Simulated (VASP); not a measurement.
Here is a VASP 6.6.1 calculation.

The input INCAR:

```
SYSTEM = Ti4C
  PREC = Accurate
  ENCUT = 520
  EDIFF = 1E-7
  ISMEAR = 0
  SIGMA = 0.1
  LREAL = .FALSE.
  LASPH = .TRUE.
  NELM = 100
  ALGO = Normal
  ISIF = 2
  LWAVE = .FALSE.
  LCHARG = .FALSE.
  GGA = PE
  NBANDS = 34
```

The input KPOINTS:

```
regular mesh
0
G
  4 4 4
  0 0 0
```

POSCAR

```
Ti4C
1.0
    4.2409136400      0.0000000000      0.0000000000
    0.0000000000      4.2409136400      0.0000000000
    0.0000000000      0.0000000000      4.2409136400
Ti C
4 1
Direct
    0.2500000000      0.2500000000      0.2500000000
    0.7500000000      0.7500000000      0.2500000000
    0.2500000000      0.7500000000      0.7500000000
    0.7500000000      0.2500000000      0.7500000000
    0.0000000000      0.0000000000      0.0000000000
```

Potentials or basis: VASP PAW PBE potentials, release 64 (Ti_sv, C).

The run is started by

```sh
$ cat potpaw_PBE.64/Ti_sv/POTCAR potpaw_PBE.64/C/POTCAR > POTCAR
$ mpirun -np 1 vasp_std > vasp.out
```

(1) Predict the band gap on the k mesh.

(2) Estimate the pressure.

## Answers

(1) zero (bands 26 and 27 overlap by 0.76 eV).

(2) 16.3 GPa.

Caveat: the k points lie up to 0.37 Å⁻¹ apart, too coarse for converged energies and pressures of a metal.
